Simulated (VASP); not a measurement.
A run of VASP 6.6.1:

INCAR

```
SYSTEM = Pt3Pb
PREC = Accurate
ENCUT = 520
EDIFF = 1E-8
ISMEAR = -1
SIGMA = 0.03
LREAL = .False.
LASPH = .True.
NELM = 80
ALGO = Normal
ISIF = 2
LWAVE = .False.
LCHARG = .False.
LEFG = .True.
NBANDS = 30
```

KPOINTS

```
Automatic mesh
0
Gamma
  9 9 9
  0 0 0
```

POSCAR

```
Pt3Pb
1.0
    4.0580000000      0.0000000000      0.0000000000
    0.0000000000      4.0580000000      0.0000000000
    0.0000000000      0.0000000000      4.0174200000
Pt Pb
3 1
Direct
    0.0000000000      0.5000000000      0.5000000000
    0.5000000000      0.0000000000      0.5000000000
    0.5000000000      0.5000000000      0.0000000000
    0.0000000000      0.0000000000      0.0000000000
```

Potentials or basis: VASP PAW LDA potentials, release 64 (Pt, Pb_d).

Run with:

```bash
$ cat potpaw_LDA.64/Pt/POTCAR potpaw_LDA.64/Pb_d/POTCAR > POTCAR
$ mpirun -np 1 vasp_std > vasp.out
```

Hardware: 1 thread of Intel(R) Xeon(R) 6975P-C (Granite Rapids), with other jobs on the host.

**Question.** Estimate the wall time of this run.

**Answer.** Run time: 59 s on 1 thread of Intel(R) Xeon(R) 6975P-C (Granite Rapids), with other jobs on the host, peak memory 0.24 GiB. Counts: scf iterations 14, k points 75.
